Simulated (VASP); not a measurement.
# Ag (P6_3/mmc) in VASP: a series of runs

The runs below take Ag through single point, with HSE06, PBE-based screened hybrid with 25 % exact exchange.

Everything below comes from runs of VASP 6.6.1. Logs are shortened: lines on timing, memory, paths and dates and some standing lists are left out, and cuts for length are marked.

### Step 1. The cell of the first run

It takes space group P6_3/mmc (No. 194, hexagonal). The conventional cell has a = 2.930 Å, b = 2.930 Å, c = 4.790 Å, α = 90.00°, β = 90.00°, γ = 120.00°. Ag (site symmetry -6m2) has 12 Ag at 2.93 Å within 3.9 Å.

This isn't the form of Ag at room conditions, which is fcc.

### Step 2. Single point, HSE06

Input file POSCAR:

```
Ag
1.0
    2.9300000000      0.0000000000      0.0000000000
   -1.4650000000      2.5374544331      0.0000000000
    0.0000000000      0.0000000000      4.7900000000
Ag
2
Direct
    0.6666666667      0.3333333333      0.7500000000
    0.3333333333      0.6666666667      0.2500000000
```

Input file INCAR.step1:

```
PREC = Accurate ; ENCUT = 520
EDIFF = 1E-5 ; ISMEAR = -1
SIGMA = 0.05 ; LREAL = False
LASPH = True ; NELM = 80
ALGO = Normal ; ISIF = 2
LWAVE = True ; LCHARG = False
NBANDS = 18 ; GGA = PE
```

Input file INCAR.step2:

```
PREC = Accurate ; ENCUT = 520
EDIFF = 1E-7 ; ISMEAR = -1
SIGMA = 0.05 ; LREAL = False
LASPH = True ; NELM = 80
ALGO = Normal ; ISIF = 2
LWAVE = False ; LCHARG = False
GGA = PE ; LHFCALC = True
HFSCREEN = 0.2079 ; PRECFOCK = Normal
NBANDS = 18 ; ISTART = 1
```

Input file KPOINTS:

```
regular mesh
0
Gamma
  6 6 4
```

Potentials or basis: VASP PAW PBE potentials, release 64 (Ag).

Run with:

```sh
> cat potpaw_PBE.64/Ag/POTCAR > POTCAR
> cp INCAR.step1 INCAR
> mpirun -np 1 vasp_std > vasp.out
> cp INCAR.step2 INCAR
> mpirun -np 1 vasp_std > vasp.out
```

OUTCAR:

```text
PREC = Accurate
   ENCUT = 520
   EDIFF = 1E-7
   ISMEAR = -1
   LREAL = False
   LASPH = True
   NELM = 80
   ISIF = 2
   GGA = PE
   LHFCALC = True
   HFSCREEN = 0.2079
   PRECFOCK = Normal
   ISTART = 1

 ion  position               nearest neighbor table
   1  0.667  0.333  0.750-   2 2.93   2 2.93   2 2.93   2 2.93   2 2.93   2 2.93
   2  0.333  0.667  0.250-   1 2.93   1 2.93   1 2.93   1 2.93   1 2.93   1 2.93

  LATTYP: Found a hexagonal cell.
 ALAT       =     2.9300000000
 C/A-ratio  =     1.6348122867

  Lattice vectors:

 A1 = (   2.9300000000,   0.0000000000,   0.0000000000)
 A2 = (  -1.4650000000,   2.5374544331,   0.0000000000)
 A3 = (   0.0000000000,   0.0000000000,   4.7900000000)

Analysis of symmetry for initial positions (statically):
=====================================================================
 Subroutine PRICEL returns:
 Original cell was already a primitive cell.

 Routine SETGRP: Setting up the symmetry group for a
 hexagonal supercell.

 Subroutine GETGRP returns: Found 24 space group operations
 (whereof 12 operations were pure point group operations)
 out of a pool of 24 trial point group operations.

The static configuration has the point symmetry D_3d.
 The point group associated with its full space group is D_6h.

Analysis of symmetry for dynamics (positions and initial velocities):
=====================================================================
 Subroutine PRICEL returns:
 Original cell was already a primitive cell.

 Routine SETGRP: Setting up the symmetry group for a
 hexagonal supercell.

 Subroutine GETGRP returns: Found 24 space group operations
 (whereof 12 operations were pure point group operations)
 out of a pool of 24 trial point group operations.

The dynamic configuration has the point symmetry D_3d.
 The point group associated with its full space group is D_6h.

 Subroutine INISYM returns: Found 24 space group operations
 (whereof 12 operations are pure point group operations),
 and found     1 'primitive' translations

----------------------------------------------------------------------------------------

                                     Primitive cell

[... 86 lines left out ...]
   EDIFF  = 0.1E-06   stopping-criterion for ELM
   LREAL  =      F    real-space projection
   EDIFFG = 0.1E-05   stopping-criterion for IOM
   NSW    =      0    number of steps for IOM
   IBRION =     -1    ionic relax: 0-MD 1-quasi-New 2-CG
   NFREE  =      0    steps in history (QN), initial steepest desc. (CG)
   ISIF   =      2    stress and relaxation
   ISYM   =      3    0-nonsym 1-usesym 2-fastsym
   POTIM  = 0.5000    time-step for ionic-motion
   TEBEG  =    0.0;   TEEND  =   0.0 temperature during run
   PSTRESS=    0.0 pullay stress
   NELECT =      22.0000    total number of electrons
   NUPDOWN=      -1.0000    fix difference up-down
   EMIN   =  10.00;   EMAX   =-10.00  energy-range for DOS
   EFERMI =   0.00;   METHOD = LEGACY
   ISMEAR =    -1;   SIGMA  =   0.05  broadening in eV -4-tet -1-fermi 0-gaus
   EFERMI_NEDOS =   21; number of points for ismear=-14 and -15
   IALGO  =     38    algorithm
   IMIX   =      1    mixing-type and parameters
     AMIX     =   0.40;   BMIX     =  1.00
     AMIX_MAG =   1.60;   BMIX_MAG =  1.00
  volume/ion in A,a.u.               =      17.81       120.16
  Fermi-wavevector in a.u.,A,eV,Ry     =   1.394275  2.634799 26.449782  1.944004
  Thomas-Fermi vector in A             =   2.517840
   LORBIT       =      0    0 simple, 1 ext, 2 COOP (PROOUT), +10 PAW based schemes
   GGA     = PE    functional components
   LHFCALC =     T    Hartree Fock is set to
   PRECFOCK=normal    Normal, Fast or Accurate (Low or Medium for compatibility)
   ENCUT4O =  -1.0   cutoff for four orbital integrals eV
   NKREDX  =     1    reduce k-point grid by
   NKREDY  =     1    reduce k-point grid by
   NKREDZ  =     1    reduce k-point grid by
   AEXX    =    0.2500 exact exchange contribution
   HFSCREEN=    0.2079 screening length (either q_TF or 0.3 A-1)
   HFSCREENC=   0.2079 screening length for correlation (either q_TF or 0.3 A-1)
   ENCUTFOCK=  -1.0 apply spherical cutoff to Coloumb kernel
   IVDW    =     0    specifies the selected vdW correction
   LEPSILON=     F    determine dielectric tensor
   LRPA    =     F    only Hartree local field effects (RPA)
 non-spin polarized calculation
  energy-cutoff  :      520.00
  volume of cell :       35.61
 maximum number of plane-waves:       989
 NGX is ok and might be reduce to    24
  NGX = 18; NGY = 18; NGZ = 28

 number of electron      22.0000005 magnetization

 Free energy of the ion-electron system (eV)
  ---------------------------------------------------
  ext. energy  EPLUGINS =         0.00000000
  ---------------------------------------------------
  free energy    TOTEN  =        -5.65488710 eV

  energy without entropy =       -5.65000444  energy(sigma->0) =       -5.65244577

 E-fermi :   7.4776     XC(G=0):  -9.7509

 val. band max:        7.3950929562   @ k =   0.0000   0.0000   0.0000
 cond. band min:       7.7647660261   @ k =   0.5000   0.0000   0.0000
 fundamental gap:      0.3696730699
 Fermi energy:         7.4776317666

 k-point     1 :       0.0000    0.0000    0.0000
  band No.  band energies     occupation
      1      -0.6381      2.00000
      2       0.2743      2.00000
      3       1.7138      2.00000
      4       1.8177      2.00000
      5       1.8177      2.00000
      6       2.0424      2.00000
[... 418 lines left out ...]
      5       1.9834      2.00000
      6       1.9834      2.00000
[... 10 lines left out ...]
     17      25.0781      0.00000
     18      25.0781      0.00000

------------------------ aborting loop because EDIFF is reached ----------------------------------------

  FORCE on cell =-STRESS in cart. coord.  units (eV):
  Direction    XX          YY          ZZ          XY          YZ          ZX
  --------------------------------------------------------------------------------------
  -------------------------------------------------------------------------------------
  Total        0.3575802      0.3575802     -0.3625385      0.0000000      0.0000000      0.0000000
  in kB       16.0872830     16.0872830    -16.3103506      0.0000000      0.0000000      0.0000000
  external PRESSURE =       5.2880718 kB  Pullay stress =       0.0000000 kB

 VOLUME and BASIS-vectors are now :
 -----------------------------------------------------------------------------
  energy-cutoff  :      520.00
  volume of cell :       35.61
      direct lattice vectors                 reciprocal lattice vectors
     2.930000000  0.000000000  0.000000000     0.341296928  0.197047873  0.000000000
    -1.465000000  2.537454433  0.000000000     0.000000000  0.394095747  0.000000000
     0.000000000  0.000000000  4.790000000     0.000000000  0.000000000  0.208768267

 POSITION                                       TOTAL-FORCE (eV/Angst)
 -----------------------------------------------------------------------------------
      1.46500      0.84582      3.59250        -0.000000      0.000000      0.000000
     -0.00000      1.69164      1.19750         0.000000      0.000000      0.000000
 -----------------------------------------------------------------------------------
    total drift:                                0.000000     -0.000000     -0.000000

  FREE ENERGIE OF THE ION-ELECTRON SYSTEM (eV)
  ---------------------------------------------------
  free  energy   TOTEN  =        -5.6548871008 eV

  energy  without entropy=       -5.6500044362  energy(sigma->0) =       -5.65244577
```

OUTCAR.step1:

```text
PREC = Accurate
   ENCUT = 520
   EDIFF = 1E-5
   ISMEAR = -1
   LREAL = False
[... 660 lines left out ...]
      1.46500      0.84582      3.59250         0.000000      0.000000      0.000000
     -0.00000      1.69164      1.19750        -0.000000     -0.000000      0.000000
 -----------------------------------------------------------------------------------
    total drift:                               -0.000000      0.000000     -0.000000

  FREE ENERGIE OF THE ION-ELECTRON SYSTEM (eV)
  ---------------------------------------------------
  free  energy   TOTEN  =        -5.3909981655 eV

  energy  without entropy=       -5.3858924493  energy(sigma->0) =       -5.38844531
```

Wall time 71 min (1 thread of AMD EPYC 7R43 (Zen 3), shared host); peak memory 0.23 GiB.

What came out:

* Free energy: -5.6549 eV
* Pressure: 0.5 GPa
* Band gap on the k mesh: zero (bands 11 and 12 overlap by 9.03 eV)

Stress tensor (GPa, compression positive):
```
 1.61  0.00  0.00
 0.00  1.61  0.00
 0.00  0.00 -1.63
```

Caveat: the k points lie up to 0.41 Å⁻¹ apart, too coarse for converged energies and pressures of a metal; the PAW data sets were made with another functional, which shifts forces and pressure a little.

### Step 3. Single point, PBE-based screened hybrid with 25 % exact exchange

This run uses another cell than the first one, of 16.74 Å³/atom.

Input file POSCAR:

```
Ag
1.0
    2.8701872985      0.0000000000      0.0000000000
   -1.4350936493      2.4856551142      0.0000000000
    0.0000000000      0.0000000000      4.6922174607
Ag
2
Direct
    0.6666666667      0.3333333333      0.7500000000
    0.3333333333      0.6666666667      0.2500000000
```

Input file INCAR.step1:

```
SYSTEM = Ag
ALGO = Normal ; EDIFF = 1E-5
ENCUT = 520 ; GGA = PE
ISIF = 2 ; ISMEAR = -1
LASPH = .True. ; LCHARG = .False.
LREAL = .False. ; LWAVE = .True.
NBANDS = 18 ; NELM = 100
PREC = Accurate ; SIGMA = 0.05
```

Input file INCAR.step2:

```
SYSTEM = Ag
AEXX = 0.25 ; ALGO = Normal
EDIFF = 1E-7 ; ENCUT = 520
GGA = PE ; HFSCREEN = 0.3
ISIF = 2 ; ISMEAR = -1
ISTART = 1 ; LASPH = .True.
LCHARG = .False. ; LHFCALC = .True.
LREAL = .False. ; LWAVE = .False.
NBANDS = 18 ; NELM = 100
PREC = Accurate ; PRECFOCK = Normal
SIGMA = 0.05
```

Input file KPOINTS:

```
k-points
0
Gamma
  5 5 3
  0 0 0
```

Potentials or basis: VASP PAW PBE potentials, release 64 (Ag).

Run with:

```sh
> cat potpaw_PBE.64/Ag/POTCAR > POTCAR
> cp INCAR.step1 INCAR
> mpirun -np 1 vasp_std > vasp.out
> cp INCAR.step2 INCAR
> mpirun -np 1 vasp_std > vasp.out
```

It took 30 min on 1 thread of Intel Xeon 8259CL, shared host; peak memory 0.27 GiB.

It converged, with:

```
Free energy            : -5.7072 eV
Pressure               : 5.7 GPa
Band gap on the k mesh : zero (bands 11 and 12 overlap by 6.01 eV)
```

Stress tensor (GPa, compression positive):
```
4.90 0.00 0.00
0.00 4.90 0.00
0.00 0.00 7.20
```

Levels at points of the mesh, in eV from the Fermi level:
| k point | band 9 | band 10 | band 11 | band 12 | band 13 | band 14 |
| --- | --- | --- | --- | --- | --- | --- |
| (0.00, 0.00, 0.00) | -5.99 | -4.85 | -4.85 | -1.14 | 3.45 | 15.83 |

Caveat: the k points lie up to 0.51 Å⁻¹ apart, too coarse for converged energies and pressures of a metal; the PAW data sets were made with another functional, which shifts forces and pressure a little.

### Step 4. Single point, PBE-based screened hybrid with 25 % exact exchange

This run uses another cell than the first one, of 17.09 Å³/atom.

Input file POSCAR:

```
Ag
1.0
    2.8904005511      0.0000000000      0.0000000000
   -1.4452002756      2.5031603044      0.0000000000
    0.0000000000      0.0000000000      4.7252623344
Ag
2
Direct
    0.6666666667      0.3333333333      0.7500000000
    0.3333333333      0.6666666667      0.2500000000
```

Input file INCAR.step1:

```
  PREC = Accurate
  ENCUT = 520
  EDIFF = 1E-5
  ISMEAR = -1
  SIGMA = 0.05
  LREAL = F
  LASPH = T
  NELM = 100
  ALGO = Normal
  ISIF = 2
  LWAVE = T
  LCHARG = F
  NBANDS = 18
  GGA = PE
```

Input file INCAR.step2:

```
  PREC = Accurate
  ENCUT = 520
  EDIFF = 1E-7
  ISMEAR = -1
  SIGMA = 0.05
  LREAL = F
  LASPH = T
  NELM = 100
  ALGO = Normal
  ISIF = 2
  LWAVE = F
  LCHARG = F
  GGA = PE
  LHFCALC = T
  AEXX = 0.25
  HFSCREEN = 0.3
  PRECFOCK = Normal
  NBANDS = 18
  ISTART = 1
```

Input file KPOINTS:

```
Automatic mesh
0
Gamma
  5 5 3
```

Run with:

```sh
> cat potpaw_PBE.64/Ag/POTCAR > POTCAR
> cp INCAR.step1 INCAR
> mpirun -np 1 vasp_std > vasp.out
> cp INCAR.step2 INCAR
> mpirun -np 1 vasp_std > vasp.out
```

Run time: 31 min. Hardware: 1 thread of Intel Xeon 8259CL, shared host; peak memory 0.27 GiB.

The run converged. Its results:

| Property | Result |
| --- | --- |
| Free energy | -5.7275 eV |
| Pressure | 3.2 GPa |
| Band gap on the k mesh | zero (bands 11 and 12 overlap by 5.91 eV) |

Stress tensor (GPa, compression positive):
```
2.52 0.00 0.00
0.00 2.52 0.00
0.00 0.00 4.72
```

Levels at points of the mesh, in eV from the Fermi level:
```csv
k point,band 9,band 10,band 11,band 12,band 13,band 14
"(0.00, 0.00, 0.00)",-5.92,-4.82,-4.82,-1.06,3.35,15.78
```

Caveat: the k points lie up to 0.50 Å⁻¹ apart, too coarse for converged energies and pressures of a metal; the PAW data sets were made with another functional, which shifts forces and pressure a little.

### Step 5. The runs side by side

```csv
level,cell,k mesh,screening parameter,gap on the mesh (eV),pressure (GPa)
HSE06,"a = 2.930, b = 2.930, c = 4.790 Å, angles 90.0, 90.0, 120.0°, 2 atoms",6 × 6 × 4,0.2079 1/Å,none,0.5
PBE-based screened hybrid with 25 % exact exchange,"a = 2.870, b = 2.870, c = 4.692 Å, angles 90.0, 90.0, 120.0°, 2 atoms",5 × 5 × 3,0.3 1/Å,none,5.7
PBE-based screened hybrid with 25 % exact exchange,"a = 2.890, b = 2.890, c = 4.725 Å, angles 90.0, 90.0, 120.0°, 2 atoms",5 × 5 × 3,0.3 1/Å,none,3.2
```

Alike in all rows: task single point; potentials or basis VASP PAW PBE potentials, release 64 (Ag); no spin polarisation; cutoff (eV) 520; smearing fermi-dirac 0.05 eV.

Caveats: all runs use coarse meshes; the PAW data sets were made with another functional, which shifts forces and pressure a little.

Total energies depend on the potentials used, so only differences within one code and one set of settings carry meaning.
